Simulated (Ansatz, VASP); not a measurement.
**Li: VASP beside Ansatz**

```xyz
1
Lattice="0.0000 2.2020 2.2681 2.2020 0.0000 2.2681 2.2020 2.2020 0.0000" Properties=species:S:1:pos:R:3 pbc="T T T"
Li    0.0000    0.0000    0.0000
```

Change from the starting cell: zz strain of +3 %.

Alike in both runs: task single point; functional PBEsol; k mesh 13 × 13 × 13; occupations fermi-dirac, width 0.08 eV; no spin polarisation.

|  | VASP | Ansatz |
| --- | --- | --- |
| version | VASP 6.6.1 | Ansatz 0.2.0 |
| potentials or method | VASP PAW PBE potentials, release 64 (Li_sv), cutoff 750 eV | all-electron LAPW, scalar-relativistic |

Ansatz gave:

- pressure (GPa): -1.0

**Question.** Estimate VASP's values.

**Answer.** Pressure (GPa): -1.1.

VASP's potentials were made for PBE, not for PBEsol. Ansatz ran all-electron here, and VASP with PAW potentials.
